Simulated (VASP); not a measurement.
Crystal: Al2Cu.

```
CELL_PARAMETERS angstrom
-2.99890 2.99890 2.39274
2.99890 -2.99890 2.39274
2.99890 2.99890 -2.39274
ATOMIC_POSITIONS crystal
Al 0.34139 0.15861 0.50000
Al 0.15861 0.65861 0.81721
Al 0.84139 0.34139 0.18279
Al 0.65861 0.84139 0.50000
Cu 0.75000 0.75000 0.00000
Cu 0.25000 0.25000 0.00000
```

```yaml
Program: VASP 6.6.1
Task: relaxation of cell and atoms
Functional: LDA
Potentials_or_basis: VASP PAW LDA potentials, release 64 (Al, Cu)
Cutoff: 600 eV
k_mesh: 10 × 10 × 10
Occupations: gaussian, width 0.1 eV
Spin: no spin polarisation
```

At the start: pressure -2.1 GPa; volume 14.35 Å³/atom.

Task: How do energy, volume and symmetry change on relaxing?

Result: Over 12 steps the energy falls by 2.3 meV/atom and the volume is 14.08 Å³/atom (-1.9 %); space group I4/mcm (No. 140, to 0.1 Å) before and after.

Step by step:
```
step  energy change (eV)  largest force (eV/Å)  pressure (GPa)  volume (Å³)
   1              0.0000                0.0504           -2.07        86.08
   2             -0.0111                0.0244            0.88        83.79
   3             -0.0125                0.0311            0.04        84.34
   4             -0.0124                0.0305            0.19        84.29
   5             -0.0134                0.0281            0.15        84.32
   6             -0.0137                0.0256            0.12        84.35
   7             -0.0138                0.0247            0.11        84.36
   8             -0.0139                0.0117           -0.08        84.50
   9             -0.0139                0.0115           -0.09        84.50
  10             -0.0140                0.0008            0.05        84.44
  11             -0.0140                0.0019            0.02        84.45
  12             -0.0140                0.0000            0.00        84.46
```

Final structure:
```
CELL_PARAMETERS angstrom
-2.96937 2.96937 2.39491
2.96937 -2.96937 2.39491
2.96937 2.96937 -2.39491
ATOMIC_POSITIONS crystal
Al 0.34042 0.15958 0.50000
Al 0.15958 0.65958 0.81917
Al 0.84042 0.34042 0.18083
Al 0.65958 0.84042 0.50000
Cu 0.75000 0.75000 0.00000
Cu 0.25000 0.25000 0.00000
```
